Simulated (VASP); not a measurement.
Wanted: the native input for a VASP 6.6.1 run.

```
Task                   : single point
Functional             : PBE
Potentials or basis    : VASP PAW PBE potentials, release 64 (B, N)
Cutoff                 : 600 eV
k mesh                 : 12 × 12 × 12
Occupations            : gaussian, width 0.05 eV
Spin                   : no spin polarisation
Dipole correction      : no
Further INCAR settings : ALGO = Normal; EDIFF = 1e-06; NBANDS = 11
```

The structure of BN lies in POSCAR:

```
BN
1.0
    0.0000000000      1.9328988790      1.9328988790
    1.9328988790      0.0000000000      1.9328988790
    1.8334190167      1.8334190167      0.0994798623
B N
1 1
Direct
    0.0000000000      0.0000000000      0.0000000000
    0.7500000000      0.7500000000      0.7500000000
```

The input as run:

INCAR

```
PREC = Accurate
ENCUT = 600
EDIFF = 1E-6
ISMEAR = 0
SIGMA = 0.05
LREAL = F
LASPH = T
NELM = 120
ALGO = Normal
ISIF = 2
LWAVE = F
LCHARG = T
GGA = PE
LELF = T
LVHAR = T
NBANDS = 11
GGA_COMPAT = F
```

KPOINTS

```
regular mesh
0
Gamma
  12 12 12
```

Potentials or basis: VASP PAW PBE potentials, release 64 (B, N).

The run is started by

```sh
$ cat potpaw_PBE.64/B/POTCAR potpaw_PBE.64/N/POTCAR > POTCAR
$ mpirun -np 1 vasp_std > vasp.out
```

It gave:

| Property | Result |
| --- | --- |
| Pressure | -31.6 GPa |
| Largest force | 0.019 eV/Å |
| Band gap on the k mesh | 4.14 eV, indirect (least direct gap 7.23 eV) |

Run time: 42 s on 1 thread of Intel Xeon 8259CL, with other jobs on the host, peak memory 0.16 GiB.
